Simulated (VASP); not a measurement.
# Hf12C13 in VASP: single point with PBE

Aim: the single point of Hf12C13 with PBE.

All numbers are computed with VASP 6.6.1; they aren't measurements. Logs are shortened: lines on timing, memory, paths and dates and some standing lists are left out, and cuts for length are marked.

## 1. The cell of the first run

The cell holds a slab with vacuum, 25 atoms: a = 6.578 Å, b = 6.578 Å, c = 20.084 Å, α = 90.00°, β = 90.00°, γ = 90.00°.

## 2. Single point, PBE

INCAR reads:

```
SYSTEM = Hf12C13
PREC = Accurate
ENCUT = 520
EDIFF = 1E-6
ISMEAR = 0
SIGMA = 0.1
LREAL = Auto
LASPH = .True.
NELM = 100
ALGO = Normal
ISIF = 2
LWAVE = .False.
LCHARG = .False.
LDIPOL = .True.
IDIPOL = 3
DIPOL = 0.5 0.5 0.319
GGA = PE
NBANDS = 104
```

KPOINTS reads:

```
regular mesh
0
Gamma
  4 4 1
  0 0 0
```

POSCAR reads:

```
Hf12C13
1.0
    6.5782051141      0.0000000000      0.0000000000
    0.0000000000      6.5782051141      0.0000000000
    0.0000000000      0.0000000000     20.0841322555
Hf C
12 13
Direct
    0.0000000000      0.0000000000      0.1991622017
    0.0000000000      0.5000000000      0.1991622017
    0.5000000000      0.0000000000      0.1991622017
    0.5000000000      0.5000000000      0.1991622017
    0.2500000000      0.2500000000      0.3119533852
    0.2500000000      0.7500000000      0.3119533852
    0.7500000000      0.2500000000      0.3119533852
    0.7500000000      0.7500000000      0.3119533852
    0.0000000000      0.0000000000      0.4231522705
    0.0000000000      0.5000000000      0.4231522705
    0.5000000000      0.0000000000      0.4231522705
    0.5000000000      0.5000000000      0.4231522705
    0.2500000000      0.2500000000      0.1991622017
    0.2500000000      0.7500000000      0.1991622017
    0.7500000000      0.2500000000      0.1991622017
    0.7500000000      0.7500000000      0.1991622017
    0.0000000000      0.0000000000      0.3115316059
    0.0000000000      0.5000000000      0.3115316059
    0.5000000000      0.0000000000      0.3115316059
    0.5000000000      0.5000000000      0.3115316059
    0.2500000000      0.2500000000      0.4274086700
    0.2500000000      0.7500000000      0.4274086700
    0.7500000000      0.2500000000      0.4274086700
    0.7500000000      0.7500000000      0.4274086700
    0.3125000000      0.3750000000      0.4864672447
```

Potentials or basis: VASP PAW PBE potentials, release 64 (Hf_pv, C).

Launch:

```sh
> cat potpaw_PBE.64/Hf_pv/POTCAR potpaw_PBE.64/C/POTCAR > POTCAR
> mpirun -np 1 vasp_std > vasp.out
```

OUTCAR:

```text
SYSTEM = Hf12C13
   PREC = Accurate
   ENCUT = 520
   EDIFF = 1E-6
   ISMEAR = 0
   LREAL = Auto
   LASPH = .True.
   NELM = 100
   ISIF = 2
   GGA = PE

 ion  position               nearest neighbor table
   1  0.000  0.000  0.199-  17 2.26  14 2.33  15 2.33  16 2.33  13 2.33   6 3.25   7 3.25   8 3.25
                             5 3.25   3 3.29   2 3.29   2 3.29   3 3.29
   2  0.000  0.500  0.199-  18 2.26  14 2.33  15 2.33  16 2.33  13 2.33   6 3.25   7 3.25   8 3.25
                             5 3.25   4 3.29   1 3.29   1 3.29   4 3.29
   3  0.500  0.000  0.199-  19 2.26  14 2.33  15 2.33  16 2.33  13 2.33   6 3.25   7 3.25   8 3.25
                             5 3.25   4 3.29   1 3.29   4 3.29   1 3.29
   4  0.500  0.500  0.199-  20 2.26  14 2.33  15 2.33  16 2.33  13 2.33   6 3.25   7 3.25   8 3.25
                             5 3.25   3 3.29   2 3.29   3 3.29   2 3.29
   5  0.250  0.250  0.312-  13 2.27  21 2.32  18 2.33  19 2.33  20 2.33  17 2.33  11 3.22  12 3.22
                             9 3.22  10 3.22   3 3.25   4 3.25   1 3.25   2 3.25   6 3.29   7 3.29
   6  0.250  0.750  0.312-  14 2.27  22 2.32  18 2.33  19 2.33  20 2.33  17 2.33  11 3.22  12 3.22
                             9 3.22  10 3.22   3 3.25   4 3.25   1 3.25   2 3.25   5 3.29   8 3.29
   7  0.750  0.250  0.312-  15 2.27  23 2.32  18 2.33  19 2.33  20 2.33  17 2.33  11 3.22  12 3.22
                             9 3.22  10 3.22   3 3.25   4 3.25   1 3.25   2 3.25   5 3.29   8 3.29
   8  0.750  0.750  0.312-  16 2.27  24 2.32  18 2.33  19 2.33  20 2.33  17 2.33  11 3.22  12 3.22
                             9 3.22  10 3.22   3 3.25   4 3.25   1 3.25   2 3.25   6 3.29   7 3.29
   9  0.000  0.000  0.423-  17 2.24  21 2.33  22 2.33  23 2.33  24 2.33   6 3.22   7 3.22   8 3.22
                             5 3.22  11 3.29  10 3.29  10 3.29  11 3.29
  10  0.000  0.500  0.423-  18 2.24  21 2.33  22 2.33  23 2.33  24 2.33  25 2.55   7 3.22   8 3.22
                             5 3.22   6 3.22   9 3.29  12 3.29   9 3.29  12 3.29
  11  0.500  0.000  0.423-  19 2.24  21 2.33  22 2.33  23 2.33  24 2.33   6 3.22   7 3.22   8 3.22
                             5 3.22  12 3.29   9 3.29  12 3.29   9 3.29
  12  0.500  0.500  0.423-  25 1.95  20 2.24  22 2.33  23 2.33  24 2.33  21 2.33   7 3.22   8 3.22
                             5 3.22   6 3.22  10 3.29  11 3.29  11 3.29  10 3.29
  13  0.250  0.250  0.199-   5 2.27   2 2.33   3 2.33   4 2.33   1 2.33
  14  0.250  0.750  0.199-   6 2.27   2 2.33   3 2.33   4 2.33   1 2.33
  15  0.750  0.250  0.199-   7 2.27   2 2.33   3 2.33   4 2.33   1 2.33
  16  0.750  0.750  0.199-   8 2.27   2 2.33   3 2.33   4 2.33   1 2.33
  17  0.000  0.000  0.312-   9 2.24   1 2.26   6 2.33   7 2.33   8 2.33   5 2.33
  18  0.000  0.500  0.312-  10 2.24   2 2.26   6 2.33   7 2.33   8 2.33   5 2.33
  19  0.500  0.000  0.312-  11 2.24   3 2.26   6 2.33   7 2.33   8 2.33   5 2.33
  20  0.500  0.500  0.312-  12 2.24   4 2.26   6 2.33   7 2.33   8 2.33   5 2.33
  21  0.250  0.250  0.427-  25 1.50   5 2.32  10 2.33  11 2.33  12 2.33   9 2.33
  22  0.250  0.750  0.427-   6 2.32   9 2.33  10 2.33  11 2.33  12 2.33
  23  0.750  0.250  0.427-   7 2.32   9 2.33  10 2.33  11 2.33  12 2.33
  24  0.750  0.750  0.427-   8 2.32   9 2.33  10 2.33  11 2.33  12 2.33
  25  0.312  0.375  0.486-  21 1.50  12 1.95  10 2.55

  LATTYP: Found a simple tetragonal cell.
 ALAT       =     6.5782051141
 C/A-ratio  =     3.0531325654

  Lattice vectors:

 A1 = (   6.5782051141,   0.0000000000,   0.0000000000)
 A2 = (   0.0000000000,   6.5782051141,   0.0000000000)
 A3 = (   0.0000000000,   0.0000000000,  20.0841322555)

Analysis of symmetry for initial positions (statically):
=====================================================================
 Subroutine PRICEL returns:
 Original cell was already a primitive cell.

 Routine SETGRP: Setting up the symmetry group for a
 simple tetragonal supercell.

 Subroutine GETGRP returns: Found  1 space group operations
 (whereof  1 operations were pure point group operations)
 out of a pool of 16 trial point group operations.

The static configuration has the point symmetry C_1 .

Analysis of symmetry for dynamics (positions and initial velocities):
=====================================================================
 Subroutine PRICEL returns:
 Original cell was already a primitive cell.

 Routine SETGRP: Setting up the symmetry group for a
 simple tetragonal supercell.

 Subroutine GETGRP returns: Found  1 space group operations
 (whereof  1 operations were pure point group operations)
 out of a pool of 16 trial point group operations.

The dynamic configuration has the point symmetry C_1 .

 Subroutine INISYM returns: Found  1 space group operations
 (whereof  1 operations are pure point group operations),
 and found     1 'primitive' translations

----------------------------------------------------------------------------------------

                                     Primitive cell

  volume of cell :     869.0963

[... 61 lines left out ...]
                25          25

----------------------------------------------------------------------------------------

 KPOINTS: regular mesh

Automatic generation of k-mesh.
 Grid dimensions read from file:
 generate k-points for:    4    4    1

 Generating k-lattice:

  Cartesian coordinates                     Fractional coordinates (reciprocal lattice)
     0.038004288  0.000000000  0.000000000     0.250000000  0.000000000  0.000000000
     0.000000000  0.038004288  0.000000000     0.000000000  0.250000000  0.000000000
     0.000000000  0.000000000  0.049790550     0.000000000  0.000000000  1.000000000

  Length of vectors
     0.038004288  0.038004288  0.049790550

  Shift w.r.t. Gamma in fractional coordinates (k-lattice)
     0.000000000  0.000000000  0.000000000

 Subroutine IBZKPT returns following result:
 ===========================================

 Found     10 irreducible k-points:

 Following reciprocal coordinates:
            Coordinates               Weight
  0.000000  0.000000  0.000000      1.000000
  0.250000  0.000000  0.000000      2.000000
  0.000000  0.250000  0.000000      2.000000
  0.500000  0.000000  0.000000      1.000000
  0.000000  0.500000  0.000000      1.000000
  0.250000  0.250000  0.000000      2.000000
 -0.250000  0.250000  0.000000      2.000000
  0.500000  0.250000  0.000000      2.000000
 -0.250000  0.500000  0.000000      2.000000
  0.500000  0.500000  0.000000      1.000000
   k-points           NKPTS =     10   k-points in BZ     NKDIM =     10   number of bands    NBANDS=    104
   number of dos      NEDOS =    301   number of ions     NIONS =     25
   total plane-waves  NPLWV = 375000
   dimension x,y,z NGX =    50 NGY =   50 NGZ =  150
   dimension x,y,z NGXF=   100 NGYF=  100 NGZF=  300
   ions per type =              12  13
   NGX,Y,Z   is equivalent  to a cutoff of  12.64, 12.64, 12.42 a.u.
   NGXF,Y,Z  is equivalent  to a cutoff of  25.27, 25.27, 24.83 a.u.
 SYSTEM =  Hf12C13
   PREC   = accura    normal or accurate (medium, high low for compatibility)
   ISTART =      0    job   : 0-new  1-cont  2-samecut
   ICHARG =      2    charge: 1-file 2-atom 10-const
   ISPIN  =      1    spin polarized calculation?
   LNONCOLLINEAR =      F non collinear calculations
   LSORBIT =      F    spin-orbit coupling
   LASPH  =      T    aspherical Exc in radial PAW
   ENCUT  =  520.0 eV  38.22 Ry    6.18 a.u.  12.23 12.23 37.34*2*pi/ulx,y,z
   NELM   =    100;   NELMIN=  2; NELMDL= -5     # of ELM steps
   EDIFF  = 0.1E-05   stopping-criterion for ELM
   LREAL  =      T    real-space projection
   EDIFFG = 0.1E-04   stopping-criterion for IOM
   NSW    =      0    number of steps for IOM
   IBRION =     -1    ionic relax: 0-MD 1-quasi-New 2-CG
   NFREE  =      0    steps in history (QN), initial steepest desc. (CG)
   ISIF   =      2    stress and relaxation
   ISYM   =      2    0-nonsym 1-usesym 2-fastsym
   POTIM  = 0.5000    time-step for ionic-motion
   TEBEG  =    0.0;   TEEND  =   0.0 temperature during run
   PSTRESS=    0.0 pullay stress
   NELECT =     172.0000    total number of electrons
   NUPDOWN=      -1.0000    fix difference up-down
   EMIN   =  10.00;   EMAX   =-10.00  energy-range for DOS
   EFERMI =   0.00;   METHOD = LEGACY
   ISMEAR =     0;   SIGMA  =   0.10  broadening in eV -4-tet -1-fermi 0-gaus
   EFERMI_NEDOS =   21; number of points for ismear=-14 and -15
   IALGO  =     38    algorithm
   IMIX   =      4    mixing-type and parameters
     AMIX     =   0.40;   BMIX     =  1.00
     AMIX_MAG =   1.60;   BMIX_MAG =  1.00
  volume/ion in A,a.u.               =      34.76       234.60
  Fermi-wavevector in a.u.,A,eV,Ry     =   0.954029  1.802854 12.383639  0.910172
  Thomas-Fermi vector in A             =   2.082738
   LORBIT       =      0    0 simple, 1 ext, 2 COOP (PROOUT), +10 PAW based schemes
   GGA     = PE    functional components
   LHFCALC =     F    Hartree Fock is set to
   AEXX    =    0.0000 exact exchange contribution
   IVDW    =     0    specifies the selected vdW correction
   LEPSILON=     F    determine dielectric tensor
   LRPA    =     F    only Hartree local field effects (RPA)
 non-spin polarized calculation
 Gauss-broadening in eV      SIGMA  =   0.10
  energy-cutoff  :      520.00
  volume of cell :      869.10
 maximum number of plane-waves:     23491
 NGX is ok and might be reduce to    50
   NGX = 25   NGY = 25   NGZ = 75

 dipolmoment           0.000000      0.000000     -0.991627 electrons x Angstroem

 number of electron     171.9999971 magnetization

 dipolmoment           0.000000      0.000000      0.221064 electrons x Angstroem

 Free energy of the ion-electron system (eV)
  ---------------------------------------------------
  ext. energy  EPLUGINS =         0.00000000
  ---------------------------------------------------
  free energy    TOTEN  =      -249.17506438 eV

  energy without entropy =     -249.14286429  energy(sigma->0) =     -249.15896433

 E-fermi :  -0.4615     XC(G=0):  -5.2294

 val. band max:       -0.5049786951   @ k =   0.0000   0.0000   0.0000
 cond. band min:      -0.4392797578   @ k =   0.0000   0.0000   0.0000
 fundamental gap:      0.0656989373
 Fermi energy:        -0.4615195714

 k-point     1 :       0.0000    0.0000    0.0000
  band No.  band energies     occupation
      1     -31.0263      2.00000
      2     -30.9948      2.00000
      3     -30.9511      2.00000
      4     -30.9143      2.00000
      5     -30.8703      2.00000
      6     -30.8553      2.00000
[... 999 lines left out ...]
     97       2.6716      0.00000
     98       2.7273      0.00000
 [bands above 98 left out]

------------------------ aborting loop because EDIFF is reached ----------------------------------------

 vacuum level on the upper side and lower side of the slab       (xc-potential included)         0.327        -0.532

  FORCE on cell =-STRESS in cart. coord.  units (eV):
  Direction    XX          YY          ZZ          XY          YZ          ZX
  --------------------------------------------------------------------------------------
  -------------------------------------------------------------------------------------
  Total      -10.5183288    -13.7102865      0.1044451      1.9298109     -4.4516409     -4.8769994
  in kB      -19.3905189    -25.2748867      0.1925443      3.5576027     -8.2065914     -8.9907390
  external PRESSURE =     -14.8242871 kB  Pullay stress =       0.0000000 kB

 VOLUME and BASIS-vectors are now :
 -----------------------------------------------------------------------------
  energy-cutoff  :      520.00
  volume of cell :      869.10
      direct lattice vectors                 reciprocal lattice vectors
     6.578205114  0.000000000  0.000000000     0.152017151  0.000000000  0.000000000
     0.000000000  6.578205114  0.000000000     0.000000000  0.152017151  0.000000000
     0.000000000  0.000000000 20.084132255     0.000000000  0.000000000  0.049790550

 POSITION                                       TOTAL-FORCE (eV/Angst)
 -----------------------------------------------------------------------------------
      0.00000      0.00000      4.00000         0.039709      0.103267      0.908431
      0.00000      3.28910      4.00000         0.068510     -0.079847      0.761274
      3.28910      0.00000      4.00000        -0.030126      0.151293      0.790565
      3.28910      3.28910      4.00000        -0.102911     -0.137704      1.002127
      1.64455      1.64455      6.26531         0.185547      0.185605     -0.200576
      1.64455      4.93365      6.26531         0.099823     -0.124817     -0.095743
[... 17 lines left out ...]
      4.93365      4.93365      8.58413         0.309614      0.413216     -0.143213
      2.05569      2.46683      9.77027        -4.173737     -4.084121      0.059697
 -----------------------------------------------------------------------------------
    total drift:                               -0.002438     -0.001022     -0.022184

  FREE ENERGIE OF THE ION-ELECTRON SYSTEM (eV)
  ---------------------------------------------------
  free  energy   TOTEN  =      -249.1750643841 eV

  energy  without entropy=     -249.1428642854  energy(sigma->0) =     -249.15896433

 vacuum level on the upper side and lower side of the slab         4.026         3.129
```

Wall time 68 min (1 thread of Oxide Virtual Turin-like, shared host); peak memory 1 GiB.

What came out:

```yaml
Free_energy: -249.1751 eV
Largest_force: 5.840 eV/Å
Band_gap_on_the_k_mesh: 0.07 eV
```

Forces in eV/Å, atoms in the order of the input:
```
Hf   0.040  0.103  0.908
Hf   0.069 -0.080  0.761
Hf  -0.030  0.151  0.791
Hf  -0.103 -0.138  1.002
Hf   0.186  0.186 -0.201
Hf   0.100 -0.125 -0.096
Hf  -0.155  0.059 -0.111
Hf  -0.173 -0.140 -0.007
Hf  -0.950 -0.774  0.073
Hf  -0.475  0.815  0.639
Hf   0.958 -0.337  0.207
Hf   3.643  2.441 -1.797
C   -0.046 -0.084 -1.003
C   -0.005  0.022 -0.696
C    0.019  0.002 -0.684
C    0.044  0.038 -0.764
C    0.046  0.023  0.191
C   -0.003 -0.086  0.123
C   -0.031 -0.076  0.200
C   -0.090 -0.116 -0.764
C    0.569  1.174  2.066
C   -0.235  0.880 -0.443
C    0.488 -0.267 -0.312
C    0.310  0.413 -0.143
C   -4.174 -4.084  0.060
```

Caveat: spin-orbit coupling is left out, which moves the levels of the heavy elements.
